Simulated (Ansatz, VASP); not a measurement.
## One calculation of As, two programs

Contents of INCAR:

```
SYSTEM = As
  ALGO = Normal
  EDIFF = 1E-6
  ENCUT = 520
  GGA = PE
  ISIF = 2
  ISMEAR = -1
  LASPH = .TRUE.
  LCHARG = .FALSE.
  LREAL = .FALSE.
  LWAVE = .FALSE.
  NBANDS = 8
  NELM = 100
  PREC = Accurate
  SIGMA = 0.05
```

Contents of KPOINTS:

```
k-points
0
G
  16 16 16
  0 0 0
```

Contents of POSCAR:

```
As
1.0
   -1.2904510015      1.2904510015      1.2904510015
    1.2904510015     -1.2904510015      1.2904510015
    1.2904510015      1.2904510015     -1.2904510015
As
1
Direct
    0.0000000000      0.0000000000      0.0000000000
```

Input for Ansatz:

```yaml
crystal:
  lattice:
    - [-1.2904510015, 1.2904510015, 1.2904510015]
    - [1.2904510015, -1.2904510015, 1.2904510015]
    - [1.2904510015, 1.2904510015, -1.2904510015]
  atoms:
    - { symbol: As, position: [0.0, 0.0, 0.0] }
kpoints:
  mp_grid: { grid: [16, 16, 16] }
scf:
  occupations: { method: fermi_dirac, width: 0.05 }
hamiltonian:
  xc: pbe
  pseudopotentials: { kind: all_electron, lapw: { basis_error: 0.001 } }
output:
  forces: true
  stress: true
  eigenvalues: true
  populations: true
```

Change from the starting cell: volume scaled by 0.45, LAPW.

Alike in both runs: task single point; functional PBE; k mesh 16 × 16 × 16; occupations fermi-dirac, width 0.05 eV; no spin polarisation.

|  | VASP | Ansatz |
| --- | --- | --- |
| version | VASP 6.6.1 | Ansatz 0.2.0 |
| potentials or method | VASP PAW PBE potentials, release 64 (As), cutoff 520 eV | all-electron LAPW, scalar-relativistic |

```csv
,VASP,Ansatz,Ansatz less VASP
pressure (GPa),378.5,362.4,-16.12
```

Both programs put the cell under a high pressure, so it lies far from rest at this level. Ansatz ran all-electron here, and VASP with PAW potentials.

Noted on VASP's run: the cell as given lies far from equilibrium.
